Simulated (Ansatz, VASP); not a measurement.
**SiC in VASP and in Ansatz**

INCAR

```
SYSTEM = SiC
ALGO = Normal
EDIFF = 1E-6
ENCUT = 520
GGA = PE
ISIF = 2
ISMEAR = 0
LASPH = .TRUE.
LCHARG = .FALSE.
LREAL = .FALSE.
LWAVE = .FALSE.
NBANDS = 26
NELM = 80
PREC = Accurate
SIGMA = 0.01
```

The input KPOINTS:

```
k-points
0
G
  9 9 2
  0 0 0
```

The input POSCAR:

```
SiC
1.0
    3.1247279828      0.0000000000      0.0000000000
   -1.5623639914      2.7060938131      0.0000000000
    0.0000000000      0.0000000000     10.2299043229
Si C
4 4
Direct
    0.6666666667      0.3333333333      0.9378481361
    0.3333333333      0.6666666667      0.4378481361
    0.0000000000      0.0000000000      0.6878946538
    0.0000000000      0.0000000000      0.1878946538
    0.6666666667      0.3333333333      0.7498045638
    0.3333333333      0.6666666667      0.2498045638
    0.0000000000      0.0000000000      0.5004516463
    0.0000000000      0.0000000000      0.0004516463
```

Input for Ansatz:

```yaml
crystal:
  lattice:
    - [3.1247279828, 0.0, 0.0]
    - [-1.5623639914, 2.7060938131, 0.0]
    - [0.0, 0.0, 10.2299043229]
  atoms:
    - { symbol: Si, position: [0.6666666667, 0.3333333333, 0.9378481361] }
    - { symbol: Si, position: [0.3333333333, 0.6666666667, 0.4378481361] }
    - { symbol: Si, position: [0.0, 0.0, 0.6878946538] }
    - { symbol: Si, position: [0.0, 0.0, 0.1878946538] }
    - { symbol: C, position: [0.6666666667, 0.3333333333, 0.7498045638] }
    - { symbol: C, position: [0.3333333333, 0.6666666667, 0.2498045638] }
    - { symbol: C, position: [0.0, 0.0, 0.5004516463] }
    - { symbol: C, position: [0.0, 0.0, 0.0004516463] }
kpoints:
  mp_grid: { grid: [9, 9, 2] }
hamiltonian:
  xc: pbe
scf:
  occupations: { method: fixed }
  n_extra_bands: 6
output:
  forces: true
  stress: true
  eigenvalues: true
```

Alike in both runs: task single point; functional PBE; k mesh 9 × 9 × 2; no spin polarisation.

```csv
,VASP,Ansatz
version,VASP 6.6.1,Ansatz 0.2.0
potentials or method,"VASP PAW PBE potentials, release 64 (Si, C)","plane waves, PAW"
plane-wave cutoff (eV),520,420
occupations,"gaussian, width 0.01 eV",fixed
valence electrons in the cell,32,32
```

```tsv
	VASP	Ansatz	Ansatz less VASP
gap on the k mesh at the Fermi level (eV)	2.32	2.32	+0.001
pressure (GPa)	-6.0	-5.9	+0.04
traceless stress, the component that is largest in VASP (GPa)	0.05	0.05	-0.002
rms of the force components (eV/Å)	0.004	0.003	-0.0003
```

Atom by atom the forces differ by 0.000 eV/Å (rms over components).
